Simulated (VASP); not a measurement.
# Co: single point with PBE

The system is Co.

```
CELL_PARAMETERS angstrom
2.40284 0.00000 0.00000
-1.20142 2.08092 0.00000
0.00000 0.00000 7.86653
ATOMIC_POSITIONS crystal
Co 0.00000 0.00000 0.00000
Co 0.33333 0.66667 0.25000
Co 0.00000 0.00000 0.50000
Co 0.66667 0.33333 0.75000
```

* Program: VASP 6.6.1
* Task: single point
* Functional: PBE
* Potentials or basis: VASP PAW PBE potentials, release 64 (Co)
* Cutoff: 520 eV
* k mesh: 11 × 11 × 3
* Occupations: fermi-dirac, width 0.15 eV
* Spin: collinear spin, ferromagnetic start
* Starting moments: [2.5, 2.5, 2.5, 2.5] μB
* Dipole correction: no
* Further INCAR settings: ALGO = Normal; EDIFF = 1e-06; NBANDS = 30

```yaml
Pressure: 26.0 GPa
Band_gap_on_the_k_mesh: zero (filled and empty bands overlap)
Net_moment: 6.00 μB per cell
Site_moments: Co +1.49, +1.50 (each value once) μB
Valence_electrons_inside_the_program's_atomic_spheres: Co 8.49, 8.48 (each value once)
```

Stress tensor (GPa, compression positive):
```
27.13  0.00  0.00
 0.00 27.13  0.00
 0.00  0.00 23.68
```

Levels at points of the mesh, in eV from the Fermi level:
Spin up:
| k point | band 18 | band 19 | band 20 | band 21 | band 22 | band 23 | band 24 | band 25 |
| --- | --- | --- | --- | --- | --- | --- | --- | --- |
| (0.00, 0.00, 0.00) | -1.38 | -1.38 | -1.05 | -1.05 | -0.59 | -0.59 | -0.33 | 7.07 |
Spin down:
```
           k point  band 12  band 13  band 14  band 15  band 16  band 17
(0.00, 0.00, 0.00)    -1.04    -1.04    -0.98    -0.98    -0.35    -0.02
```

Wall time 110 s on 1 thread of Intel(R) Xeon(R) Platinum 8488C (Sapphire Rapids) (shared host), peak memory 0.19 GiB.

Caveat: the cell stands under pressure.
